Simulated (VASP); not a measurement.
# SnSe in VASP: further runs

Runs on SnSe. Level: LDA. Tasks: single point.

All numbers are computed with VASP 6.6.1; they aren't measurements. Logs are shortened: lines on timing, memory, paths and dates and some standing lists are left out, and cuts for length are marked.

**1. The cell of the first run**

The cell holds a slab with vacuum, 4 atoms: a = 4.190 Å, b = 4.190 Å, c = 10.980 Å, α = 90.00°, β = 90.00°, γ = 90.00°.

**2. Single point, LDA**

Contents of INCAR:

```
  PREC = Accurate
  ENCUT = 500
  EDIFF = 1E-6
  ISMEAR = 0
  SIGMA = 0.02
  LREAL = False
  LASPH = True
  NELM = 120
  ALGO = Normal
  ISIF = 2
  LWAVE = False
  LCHARG = True
  GGA = CA
  LELF = True
  LVHAR = True
  NBANDS = 28
  GGA_COMPAT = False
```

Contents of KPOINTS:

```
Automatic mesh
0
Gamma
  6 6 4
```

Contents of POSCAR:

```
SnSe
1.0
    4.1898989379      0.0000000000      0.0000000000
    0.0000000000      4.1898989379      0.0000000000
    0.0000000000      0.0000000000     10.9796229414
Sn Se
2 2
Direct
    0.5000000000      0.0000000000      0.3781633338
    0.0000000000      0.5000000000      0.6218366662
    0.5000000000      0.0000000000      0.6217782129
    0.0000000000      0.5000000000      0.3782217871
```

Potentials or basis: VASP PAW LDA potentials, release 64 (Sn_d, Se).

On the command line:

```sh
> cat potpaw_LDA.64/Sn_d/POTCAR potpaw_LDA.64/Se/POTCAR > POTCAR
> mpirun -np 1 vasp_std > vasp.out
```

OUTCAR:

```text
PREC = Accurate
   ENCUT = 500
   EDIFF = 1E-6
   ISMEAR = 0
   LREAL = False
   LASPH = True
   NELM = 120
   ISIF = 2
   GGA = CA

 ion  position               nearest neighbor table
   1  0.500  0.000  0.378-   3 2.67   4 2.96   4 2.96   4 2.96   4 2.96
   2  0.000  0.500  0.622-   4 2.67   3 2.96   3 2.96   3 2.96   3 2.96
   3  0.500  0.000  0.622-   1 2.67   2 2.96   2 2.96   2 2.96   2 2.96
   4  0.000  0.500  0.378-   2 2.67   1 2.96   1 2.96   1 2.96   1 2.96

  LATTYP: Found a simple tetragonal cell.
 ALAT       =     4.1898989379
 C/A-ratio  =     2.6204982755

  Lattice vectors:

 A1 = (   4.1898989379,   0.0000000000,   0.0000000000)
 A2 = (   0.0000000000,   4.1898989379,   0.0000000000)
 A3 = (   0.0000000000,   0.0000000000,  10.9796229414)

Analysis of symmetry for initial positions (statically):
=====================================================================
 Subroutine PRICEL returns:
 Original cell was already a primitive cell.

 Routine SETGRP: Setting up the symmetry group for a
 simple tetragonal supercell.

 Subroutine GETGRP returns: Found 16 space group operations
 (whereof  8 operations were pure point group operations)
 out of a pool of 16 trial point group operations.

The static configuration has the point symmetry D_2d.
 The point group associated with its full space group is D_4h.

Analysis of symmetry for dynamics (positions and initial velocities):
=====================================================================
 Subroutine PRICEL returns:
 Original cell was already a primitive cell.

 Routine SETGRP: Setting up the symmetry group for a
 simple tetragonal supercell.

 Subroutine GETGRP returns: Found 16 space group operations
 (whereof  8 operations were pure point group operations)
 out of a pool of 16 trial point group operations.

The dynamic configuration has the point symmetry D_2d.
 The point group associated with its full space group is D_4h.

 Subroutine INISYM returns: Found 16 space group operations
 (whereof  8 operations are pure point group operations),
 and found     1 'primitive' translations

----------------------------------------------------------------------------------------

                                     Primitive cell

[... 91 lines left out ...]
   LASPH  =      T    aspherical Exc in radial PAW
   ENCUT  =  500.0 eV  36.75 Ry    6.06 a.u.   7.64  7.64 20.02*2*pi/ulx,y,z
   NELM   =    120;   NELMIN=  2; NELMDL= -5     # of ELM steps
   EDIFF  = 0.1E-05   stopping-criterion for ELM
   LREAL  =      F    real-space projection
   EDIFFG = 0.1E-04   stopping-criterion for IOM
   NSW    =      0    number of steps for IOM
   IBRION =     -1    ionic relax: 0-MD 1-quasi-New 2-CG
   NFREE  =      0    steps in history (QN), initial steepest desc. (CG)
   ISIF   =      2    stress and relaxation
   ISYM   =      2    0-nonsym 1-usesym 2-fastsym
   POTIM  = 0.5000    time-step for ionic-motion
   TEBEG  =    0.0;   TEEND  =   0.0 temperature during run
   PSTRESS=    0.0 pullay stress
   NELECT =      40.0000    total number of electrons
   NUPDOWN=      -1.0000    fix difference up-down
   EMIN   =  10.00;   EMAX   =-10.00  energy-range for DOS
   EFERMI =   0.00;   METHOD = LEGACY
   ISMEAR =     0;   SIGMA  =   0.02  broadening in eV -4-tet -1-fermi 0-gaus
   EFERMI_NEDOS =   21; number of points for ismear=-14 and -15
   IALGO  =     38    algorithm
   IMIX   =      4    mixing-type and parameters
     AMIX     =   0.40;   BMIX     =  1.00
     AMIX_MAG =   1.60;   BMIX_MAG =  1.00
  volume/ion in A,a.u.               =      48.19       325.19
  Fermi-wavevector in a.u.,A,eV,Ry     =   0.969237  1.831592 12.781590  0.939420
  Thomas-Fermi vector in A             =   2.099273
   LORBIT       =      0    0 simple, 1 ext, 2 COOP (PROOUT), +10 PAW based schemes
   GGA     = CA    functional components
   LHFCALC =     F    Hartree Fock is set to
   AEXX    =    0.0000 exact exchange contribution
   IVDW    =     0    specifies the selected vdW correction
   LEPSILON=     F    determine dielectric tensor
   LRPA    =     F    only Hartree local field effects (RPA)
 non-spin polarized calculation
 Gauss-broadening in eV      SIGMA  =   0.02
  energy-cutoff  :      500.00
  volume of cell :      192.75
 maximum number of plane-waves:      4921
 NGX is ok and might be reduce to    32

 number of electron      39.9999991 magnetization

 Free energy of the ion-electron system (eV)
  ---------------------------------------------------
  ext. energy  EPLUGINS =         0.00000000
  ---------------------------------------------------
  free energy    TOTEN  =       -18.49298380 eV

  energy without entropy =      -18.49298380  energy(sigma->0) =      -18.49298380

 E-fermi :   0.9567     XC(G=0):  -6.3483

 val. band max:        0.8282209155   @ k =   0.3333   0.0000   0.5000
 cond. band min:       2.2742451522   @ k =   0.3333   0.1667   0.5000
 fundamental gap:      1.4460242367
 Fermi energy:         0.9567417476

 k-point     1 :       0.0000    0.0000    0.0000
  band No.  band energies     occupation
      1     -20.2609      2.00000
      2     -20.2365      2.00000
      3     -20.2326      2.00000
      4     -20.2277      2.00000
      5     -20.2218      2.00000
      6     -20.2205      2.00000
[... 733 lines left out ...]
     27       7.1120      0.00000
     28       7.1120      0.00000

 [... further k-points ...]

------------------------ aborting loop because EDIFF is reached ----------------------------------------

  FORCE on cell =-STRESS in cart. coord.  units (eV):
  Direction    XX          YY          ZZ          XY          YZ          ZX
  --------------------------------------------------------------------------------------
  -------------------------------------------------------------------------------------
  Total        0.0793866      0.0793866      0.1084057      0.0000000      0.0000000      0.0000000
  in kB        0.6598774      0.6598774      0.9010904      0.0000000      0.0000000      0.0000000
  external PRESSURE =       0.7402817 kB  Pullay stress =       0.0000000 kB

 VOLUME and BASIS-vectors are now :
 -----------------------------------------------------------------------------
  energy-cutoff  :      500.00
  volume of cell :      192.75
      direct lattice vectors                 reciprocal lattice vectors
     4.189898938  0.000000000  0.000000000     0.238669241  0.000000000  0.000000000
     0.000000000  4.189898938  0.000000000     0.000000000  0.238669241  0.000000000
     0.000000000  0.000000000 10.979622941     0.000000000  0.000000000  0.091077809

 POSITION                                       TOTAL-FORCE (eV/Angst)
 -----------------------------------------------------------------------------------
      2.09495      0.00000      4.15209         0.000000      0.000000     -0.025813
      0.00000      2.09495      6.82753        -0.000000      0.000000      0.025813
      2.09495      0.00000      6.82689         0.000000     -0.000000      0.023737
      0.00000      2.09495      4.15273        -0.000000      0.000000     -0.023737
 -----------------------------------------------------------------------------------
    total drift:                                0.000000      0.000000      0.000000

  FREE ENERGIE OF THE ION-ELECTRON SYSTEM (eV)
  ---------------------------------------------------
  free  energy   TOTEN  =       -18.4929837989 eV

  energy  without entropy=      -18.4929837989  energy(sigma->0) =      -18.49298380
```

OSZICAR:

```text
N       E                     dE             d eps       ncg     rms          rms(c)
DAV:   1     0.345405154967E+03    0.34541E+03   -0.18556E+04  1744   0.145E+03
DAV:   2     0.303051831451E+02   -0.31510E+03   -0.30679E+03  1808   0.364E+02
DAV:   3    -0.166031656322E+02   -0.46908E+02   -0.46201E+02  2104   0.147E+02
DAV:   4    -0.189028705391E+02   -0.22997E+01   -0.22902E+01  2016   0.344E+01
DAV:   5    -0.189660868303E+02   -0.63216E-01   -0.63201E-01  2292   0.607E+00    0.503E+00
DAV:   6    -0.185444691228E+02    0.42162E+00   -0.85871E-01  2300   0.500E+00    0.315E+00
DAV:   7    -0.185062230441E+02    0.38246E-01   -0.26592E-01  2124   0.201E+00    0.108E+00
DAV:   8    -0.184937318928E+02    0.12491E-01   -0.31547E-02  2112   0.111E+00    0.246E-01
DAV:   9    -0.184905696901E+02    0.31622E-02   -0.51574E-03  1980   0.418E-01    0.114E-01
DAV:  10    -0.184904383739E+02    0.13132E-03   -0.16683E-03  1876   0.163E-01    0.510E-02
DAV:  11    -0.184916445828E+02   -0.12062E-02   -0.14973E-03  1836   0.124E-01    0.599E-02
DAV:  12    -0.184928323762E+02   -0.11878E-02   -0.50247E-04  1924   0.886E-02    0.250E-02
DAV:  13    -0.184929136422E+02   -0.81266E-04   -0.41562E-05  1920   0.327E-02    0.152E-02
DAV:  14    -0.184929766704E+02   -0.63028E-04   -0.20751E-05  1608   0.144E-02    0.426E-03
DAV:  15    -0.184929815670E+02   -0.48967E-05   -0.12691E-06  1644   0.654E-03    0.122E-03
DAV:  16    -0.184929837367E+02   -0.21696E-05   -0.65048E-07  1412   0.307E-03    0.172E-03
DAV:  17    -0.184929837989E+02   -0.62256E-07   -0.96518E-08  1388   0.175E-03
   1 F= -.18492984E+02 E0= -.18492984E+02  d E =-.671576E-21
```

Run time: 4.3 min. Hardware: 1 thread of Intel Xeon 8259CL, shared host; peak memory 0.3 GiB.

What came out:

- Free energy: -18.4930 eV
- Largest force: 0.026 eV/Å
- Band gap on the k mesh: 1.45 eV (least direct gap 1.50 eV)

Forces on the atoms (eV/Å):
```
Sn   0.000  0.000 -0.026
Sn   0.000  0.000  0.026
Se   0.000  0.000  0.024
Se   0.000  0.000 -0.024
```

Caveat: spin-orbit coupling is left out, which moves the levels of the heavy elements.

**3. Single point, LDA**

Contents of INCAR:

```
PREC = Accurate
ENCUT = 500
EDIFF = 1E-6
ISMEAR = 0
SIGMA = 0.05
LREAL = F
LASPH = T
NELM = 120
ALGO = Normal
ISIF = 2
LWAVE = F
LCHARG = F
NBANDS = 28
GGA_COMPAT = F
```

KPOINTS is that of step 2.

POSCAR is that of step 2.

Potentials or basis: VASP PAW LDA potentials, release 64 (Sn_d, Se).

On the command line:

```sh
> cat potpaw_LDA.64/Sn_d/POTCAR potpaw_LDA.64/Se/POTCAR > POTCAR
> mpirun -np 1 vasp_std > vasp.out
```

OUTCAR:

```text
PREC = Accurate
   ENCUT = 500
   EDIFF = 1E-6
   ISMEAR = 0
   LREAL = F
   LASPH = T
   NELM = 120
   ISIF = 2

 ion  position               nearest neighbor table
   1  0.500  0.000  0.378-   3 2.67   4 2.96   4 2.96   4 2.96   4 2.96
   2  0.000  0.500  0.622-   4 2.67   3 2.96   3 2.96   3 2.96   3 2.96
   3  0.500  0.000  0.622-   1 2.67   2 2.96   2 2.96   2 2.96   2 2.96
   4  0.000  0.500  0.378-   2 2.67   1 2.96   1 2.96   1 2.96   1 2.96

  LATTYP: Found a simple tetragonal cell.
 ALAT       =     4.1898989379
 C/A-ratio  =     2.6204982755

  Lattice vectors:

 A1 = (   4.1898989379,   0.0000000000,   0.0000000000)
 A2 = (   0.0000000000,   4.1898989379,   0.0000000000)
 A3 = (   0.0000000000,   0.0000000000,  10.9796229414)

Analysis of symmetry for initial positions (statically):
=====================================================================
 Subroutine PRICEL returns:
 Original cell was already a primitive cell.

 Routine SETGRP: Setting up the symmetry group for a
 simple tetragonal supercell.

 Subroutine GETGRP returns: Found 16 space group operations
 (whereof  8 operations were pure point group operations)
[... 170 lines left out ...]

 E-fermi :   1.0458     XC(G=0):  -6.3483

 val. band max:        0.8282209156   @ k =   0.3333   0.0000   0.5000
 cond. band min:       2.2742451524   @ k =   0.3333   0.1667   0.5000
 fundamental gap:      1.4460242368
 Fermi energy:         1.0457620590

 k-point     1 :       0.0000    0.0000    0.0000
  band No.  band energies     occupation
      1     -20.2609      2.00000
      2     -20.2365      2.00000
      3     -20.2326      2.00000
      4     -20.2277      2.00000
      5     -20.2218      2.00000
      6     -20.2205      2.00000
[... 733 lines left out ...]
     27       7.1120      0.00000
     28       7.1120      0.00000

 [... further k-points ...]

------------------------ aborting loop because EDIFF is reached ----------------------------------------

  FORCE on cell =-STRESS in cart. coord.  units (eV):
  Direction    XX          YY          ZZ          XY          YZ          ZX
  --------------------------------------------------------------------------------------
  -------------------------------------------------------------------------------------
  Total        0.0793868      0.0793868      0.1084057      0.0000000      0.0000000     -0.0000000
  in kB        0.6598792      0.6598792      0.9010901      0.0000000      0.0000000     -0.0000000
  external PRESSURE =       0.7402829 kB  Pullay stress =       0.0000000 kB

 VOLUME and BASIS-vectors are now :
 -----------------------------------------------------------------------------
  energy-cutoff  :      500.00
  volume of cell :      192.75
      direct lattice vectors                 reciprocal lattice vectors
     4.189898938  0.000000000  0.000000000     0.238669241  0.000000000  0.000000000
     0.000000000  4.189898938  0.000000000     0.000000000  0.238669241  0.000000000
     0.000000000  0.000000000 10.979622941     0.000000000  0.000000000  0.091077809

 POSITION                                       TOTAL-FORCE (eV/Angst)
 -----------------------------------------------------------------------------------
      2.09495      0.00000      4.15209        -0.000000      0.000000     -0.025812
      0.00000      2.09495      6.82753         0.000000      0.000000      0.025812
      2.09495      0.00000      6.82689        -0.000000      0.000000      0.023737
      0.00000      2.09495      4.15273        -0.000000      0.000000     -0.023737
 -----------------------------------------------------------------------------------
    total drift:                                0.000000      0.000000      0.000000

  FREE ENERGIE OF THE ION-ELECTRON SYSTEM (eV)
  ---------------------------------------------------
  free  energy   TOTEN  =       -18.4929837989 eV

  energy  without entropy=      -18.4929837989  energy(sigma->0) =      -18.49298380
```

OSZICAR:

```text
N       E                     dE             d eps       ncg     rms          rms(c)
DAV:   1     0.345404580978E+03    0.34540E+03   -0.18556E+04  1744   0.145E+03
DAV:   2     0.303044037960E+02   -0.31510E+03   -0.30681E+03  1808   0.364E+02
DAV:   3    -0.166031656322E+02   -0.46908E+02   -0.46187E+02  2104   0.147E+02
DAV:   4    -0.189028705391E+02   -0.22997E+01   -0.22902E+01  2016   0.344E+01
DAV:   5    -0.189660868303E+02   -0.63216E-01   -0.63201E-01  2292   0.607E+00    0.503E+00
DAV:   6    -0.185444691228E+02    0.42162E+00   -0.85871E-01  2300   0.500E+00    0.315E+00
DAV:   7    -0.185062230442E+02    0.38246E-01   -0.26592E-01  2124   0.201E+00    0.108E+00
DAV:   8    -0.184937318929E+02    0.12491E-01   -0.31547E-02  2112   0.111E+00    0.246E-01
DAV:   9    -0.184905696901E+02    0.31622E-02   -0.51574E-03  1980   0.418E-01    0.114E-01
DAV:  10    -0.184904383740E+02    0.13132E-03   -0.16683E-03  1876   0.163E-01    0.510E-02
DAV:  11    -0.184916445828E+02   -0.12062E-02   -0.14973E-03  1836   0.124E-01    0.599E-02
DAV:  12    -0.184928323762E+02   -0.11878E-02   -0.50247E-04  1924   0.886E-02    0.250E-02
DAV:  13    -0.184929136424E+02   -0.81266E-04   -0.41562E-05  1920   0.327E-02    0.152E-02
DAV:  14    -0.184929766704E+02   -0.63028E-04   -0.20751E-05  1608   0.144E-02    0.426E-03
DAV:  15    -0.184929815671E+02   -0.48967E-05   -0.12691E-06  1644   0.654E-03    0.122E-03
DAV:  16    -0.184929837367E+02   -0.21696E-05   -0.65049E-07  1412   0.307E-03    0.172E-03
DAV:  17    -0.184929837989E+02   -0.62152E-07   -0.96527E-08  1388   0.175E-03
   1 F= -.18492984E+02 E0= -.18492984E+02  d E =-.145438E-10
```

Wall time 3.7 min (1 thread of Intel Xeon 8259CL, shared host); peak memory 0.3 GiB.

What came out:

* Free energy: -18.4930 eV
* Largest force: 0.026 eV/Å
* Band gap on the k mesh: 1.45 eV (least direct gap 1.50 eV)

Forces in eV/Å, atoms in the order of the input:
```
Sn   0.000  0.000 -0.026
Sn   0.000  0.000  0.026
Se   0.000  0.000  0.024
Se   0.000  0.000 -0.024
```

Caveat: spin-orbit coupling is left out, which moves the levels of the heavy elements.

**4. Single point, LDA**

This run uses another cell than the first one: it holds 8 atoms, not 4.

Contents of INCAR:

```
SYSTEM = SnSe
  ALGO = Normal
  EDIFF = 1E-7
  ENCUT = 520
  GGA = CA
  ISIF = 2
  ISMEAR = 0
  LASPH = .True.
  LCHARG = .False.
  LREAL = .False.
  LWAVE = .False.
  NBANDS = 50
  NELM = 100
  PREC = Accurate
  SIGMA = 0.05
```

Contents of KPOINTS:

```
k-points
0
Gamma
  6 6 2
  0 0 0
```

Contents of POSCAR:

```
SnSe
1.0
    4.1898989384      0.0000000000      0.0000000000
    0.0000000000      4.1898989384      0.0000000000
    0.0000000000      0.0000000000     21.9592458066
Sn Se
4 4
Direct
    0.5000000000      0.0000000000      0.1890816672
    0.5000000000      0.0000000000      0.6890816672
    0.0000000000      0.5000000000      0.3109183328
    0.0000000000      0.5000000000      0.8109183328
    0.5000000000      0.0000000000      0.3108891074
    0.5000000000      0.0000000000      0.8108891074
    0.0000000000      0.5000000000      0.1891108926
    0.0000000000      0.5000000000      0.6891108926
```

On the command line:

```sh
> cat potpaw_LDA.64/Sn_d/POTCAR potpaw_LDA.64/Se/POTCAR > POTCAR
> mpirun -np 1 vasp_std > vasp.out
```

Wall time 5.7 min (1 thread of AMD EPYC 7R13 (Zen 3), shared host); peak memory 0.47 GiB.

It converged, with:

```yaml
Free_energy: -36.9861 eV
Largest_force: 0.026 eV/Å
Band_gap_on_the_k_mesh: 1.45 eV
```

Forces in eV/Å, atoms in the order of the input:
```
Sn   0.000  0.000 -0.026
Sn   0.000  0.000 -0.026
Sn   0.000  0.000  0.026
Sn   0.000  0.000  0.026
Se   0.000  0.000  0.024
Se   0.000  0.000  0.024
Se   0.000  0.000 -0.024
Se   0.000  0.000 -0.024
```

Levels at points of the mesh, in eV from the valence-band top:
```
           k point  band 37  band 38  band 39  band 40  band 41  band 42  band 43  band 44
(0.00, 0.00, 0.00)    -1.98    -1.98    -0.57    -0.56     1.47     1.61     3.56     3.56
(0.50, 0.00, 0.00)    -0.10    -0.10    -0.10    -0.10     1.49     1.49     1.49     1.49
(0.50, 0.50, 0.00)    -1.83    -1.83    -1.83    -1.83     3.54     3.54     3.57     3.57
(0.00, 0.00, 0.50)    -1.98    -1.98    -0.57    -0.57     1.53     1.53     3.56     3.56
(0.50, 0.00, 0.50)    -0.10    -0.10    -0.10    -0.10     1.49     1.49     1.49     1.49
(0.50, 0.50, 0.50)    -1.83    -1.83    -1.83    -1.83     3.55     3.55     3.55     3.55
```

Caveat: spin-orbit coupling is left out, which moves the levels of the heavy elements.

**5. Overview**

```csv
cell,k mesh,cutoff (eV),smearing,gap on the mesh (eV),largest force (eV/Å)
"a = 4.190, b = 4.190, c = 10.980 Å, 4 atoms, atomic positions A",6 × 6 × 4,500,gaussian 0.02 eV,1.45,0.03
"a = 4.190, b = 4.190, c = 10.980 Å, 4 atoms, atomic positions A",6 × 6 × 4,500,gaussian 0.05 eV,1.45,0.03
"a = 4.190, b = 4.190, c = 21.959 Å, 8 atoms, atomic positions B",6 × 6 × 2,520,gaussian 0.05 eV,1.45,0.03
```

Alike in all rows: task single point; level LDA; potentials or basis VASP PAW LDA potentials, release 64 (Sn_d, Se); no spin polarisation.

Caveats: spin-orbit coupling is left out, which moves the levels of the heavy elements.

Total energies depend on the potentials used, so only differences within one code and one set of settings carry meaning.
